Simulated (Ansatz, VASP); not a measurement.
# Ir3O2 in VASP and in Ansatz

INCAR

```
PREC = Accurate ; ENCUT = 600
EDIFF = 1E-6 ; ISMEAR = 0
SIGMA = 0.1 ; LREAL = False
LASPH = True ; NELM = 80
ALGO = Normal ; ISIF = 3
LWAVE = False ; LCHARG = False
GGA = PE ; IBRION = 2
NSW = 100 ; EDIFFG = -0.01
```

Contents of KPOINTS:

```
regular mesh
0
Gamma
  12 12 8
```

The input POSCAR:

```
Ir3O2
1.0
    3.6656462566      0.0000000000      0.0000000000
   -1.8328231283      3.1745427795      0.0000000000
    0.0000000000      0.0000000000      5.6347354016
Ir O
3 2
Direct
    0.0000000000      0.0000000000      0.0000000000
    0.3333333333      0.6666666667      0.7471377564
    0.6666666667      0.3333333333      0.2528622436
    0.3333333333      0.6666666667      0.3887321288
    0.6666666667      0.3333333333      0.6112678712
```

Input for Ansatz:

```yaml
crystal:
  lattice:
    - [3.6656462566, 0.0, 0.0]
    - [-1.8328231283, 3.1745427795, 0.0]
    - [0.0, 0.0, 5.6347354016]
  atoms:
    - { symbol: Ir, position: [0.0, 0.0, 0.0] }
    - { symbol: Ir, position: [0.3333333333, 0.6666666667, 0.7471377564] }
    - { symbol: Ir, position: [0.6666666667, 0.3333333333, 0.2528622436] }
    - { symbol: O, position: [0.3333333333, 0.6666666667, 0.3887321288] }
    - { symbol: O, position: [0.6666666667, 0.3333333333, 0.6112678712] }
basis:
  ecutwfc: 420
kpoints:
  mp_grid: { grid: [12, 12, 8] }
hamiltonian:
  xc: pbe
scf:
  occupations: { method: gaussian, width: 0.1 }
output:
  forces: true
  stress: true
  eigenvalues: true
relax:
  adjacent_minimum: "off"
  f_tol: 0.01
  max_steps: 80
  cell: { stress_tol: 0.05 }
```

Alike in both runs: task relaxation of cell and atoms; functional PBE; k mesh 12 × 12 × 8; occupations gaussian, width 0.1 eV; no spin polarisation.

|  | VASP | Ansatz |
| --- | --- | --- |
| version | VASP 6.6.1 | Ansatz 0.2.0 |
| potentials or method | VASP PAW PBE potentials, release 64 (Ir, O), cutoff 600 eV | scalar-relativistic, plane waves, PAW |
| valence electrons in the cell | 39 | 63 |

Ansatz gave:

| Quantity | Value |
| --- | --- |
| gap on the k mesh at the Fermi level, each at its own relaxed structure (eV) | none |
| relaxed volume (Å³/atom) | 13.13 |
| relaxed cell length with the largest relative difference (Å) | 5.627 |

What did VASP give for the same quantities?

gap on the k mesh at the Fermi level, each at its own relaxed structure (eV): none; relaxed volume (Å³/atom): 13.11; relaxed cell length with the largest relative difference (Å): 5.677.

A gap of «none» marks a metal or a gap that the smearing closes. VASP's potentials hold 39 valence electrons a cell and Ansatz's 63, so a difference there can come from the potentials and not from the codes.

Neither program's run includes spin-orbit coupling.
